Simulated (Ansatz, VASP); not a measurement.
## One calculation of ZnS, two programs

```xyz
2
Lattice="0.0000 2.6941 2.6941 2.6941 0.0000 2.6941 2.6941 2.6941 0.0000" Properties=species:S:1:pos:R:3 pbc="T T T"
Zn    1.3470    1.3470    1.3470
S     0.0000    0.0000    0.0000
```

Alike in both runs: task single point; functional PBE-based global hybrid; k mesh 4 × 4 × 4; no spin polarisation.

```csv
,VASP,Ansatz
version,VASP 6.6.1,Ansatz 0.2.0
potentials or method,"VASP PAW PBE potentials, release 64 (Zn, S)",plane waves
plane-wave cutoff (eV),520,420
occupations,"gaussian, width 0.01 eV",fixed
valence electrons in the cell,18,18
```

```tsv
	VASP	Ansatz	Ansatz less VASP
gap on the k mesh at the Fermi level (eV)	3.72	3.69	-0.028
pressure (GPa)	1.8	1.8	+0.07
```

VASP's potentials were made for PBE, not for PBE-based global hybrid. Ansatz's warnings: stress exchange threshold loose, stress scf threshold loose.

The k mesh is coarse, so the values compare programs but aren't converged.
